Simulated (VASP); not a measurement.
Runs of VASP 6.6.1 on AlN. The cells are those of the table. 

```tsv
cell	gap on the mesh (eV)	pressure (GPa)	largest force (eV/Å)
a = 3.114, b = 3.114, c = 11.194 Å, angles 86.0, 88.0, 60.0°, 8 atoms	0.37	-3.9	(a)
a = 3.114, b = 3.114, c = 11.179 Å, angles 87.3, 88.7, 60.0°, 8 atoms	0.42	-4.0	2.23
a = 3.114, b = 3.114, c = 10.717 Å, angles 84.4, 87.2, 60.0°, 8 atoms	1.74	-4.4	1.41
a = 3.114, b = 3.114, c = 12.037 Å, angles 83.8, 86.9, 60.0°, 8 atoms	none	-2.3	2.33
a = 3.114, b = 3.114, c = 10.051 Å, angles 82.6, 86.3, 60.0°, 8 atoms	3.15	-1.3	1.26
a = 3.114, b = 3.114, c = 11.170 Å, angles 88.7, 89.3, 60.0°, 8 atoms	0.46	-4.0	2.24
a = 3.114, b = 3.114, c = 12.012 Å, angles 85.0, 87.5, 60.0°, 8 atoms	none	-2.3	2.34
a = 3.114, b = 3.114, c = 11.242 Å, angles 83.4, 86.7, 60.0°, 8 atoms	0.27	-3.9	2.21
a = 3.114, b = 3.114, c = 11.978 Å, angles 87.5, 88.8, 60.0°, 8 atoms	none	-2.4	2.36
a = 3.114, b = 3.114, c = 10.670 Å, angles 88.6, 89.3, 60.0°, 8 atoms	1.99	-4.6	(b)
a = 3.114, b = 3.114, c = 10.021 Å, angles 84.1, 87.0, 60.0°, 8 atoms	3.30	-1.1	1.35
a = 3.114, b = 3.114, c = 9.970 Å, angles 88.5, 89.3, 60.0°, 8 atoms	4.02	-0.2	0.47
```

Alike in all rows: task single point; level PBEsol; potentials or basis VASP PAW PBE potentials, release 64 (Al, N); no spin polarisation; k mesh 8 × 8 × 3; cutoff (eV) 520; smearing gaussian 0.05 eV.

Q: Fill in the values left out.

A: (a) 2.22; (b) 1.78.

Caveats: the PAW data sets were made with another functional, which shifts forces and pressure a little.

A k mesh can miss the band edges.

A gap of «none» marks levels without a gap at the run's occupations.
